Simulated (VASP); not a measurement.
Fe:

```
Fe
1.0
    -1.43040    1.43040    1.43040
     1.43040   -1.43040    1.43040
     1.43040    1.43040   -1.43040
Fe
1
Direct
  0.00000 0.00000 0.00000
```

Base run:

| Quantity | Value |
| --- | --- |
| Program | VASP 6.6.1 |
| Functional | PBE |
| Potentials or basis | VASP PAW PBE potentials, release 64 (Fe) |
| Cutoff | 520 eV |
| k mesh | 12 × 12 × 12 |
| Occupations | fermi-dirac, width 0.05 eV |
| Spin | collinear spin, ferromagnetic start |
| Starting moments | [2.45] μB |
| Fixed moment | 2.45 μB |
| Hubbard terms | Fe d U = 5.3 eV |

Its results: pressure 6.3 GPa; site moments Fe +2.61 μB.

Q: After a change of settings the same cell gave: pressure 22.4 GPa; site moments Fe +3.17 μB. Which change was it?
A. fixed moment from 2.45 μB to 4.29 μB; moments at the start from [2.45] to [4.29]
B. fixed moment from 2.45 μB to 3.06 μB; moments at the start from [2.45] to [3.06]
C. fixed moment from 2.45 μB to 3.68 μB; moments at the start from [2.45] to [3.68]
D. fixed moment from 2.45 μB to 0.61 μB; moments at the start from [2.45] to [0.61]

A: B.

Caveats: the total moment is fixed, so each spin has its own Fermi level; the U is typed as a test and isn't derived for this compound.
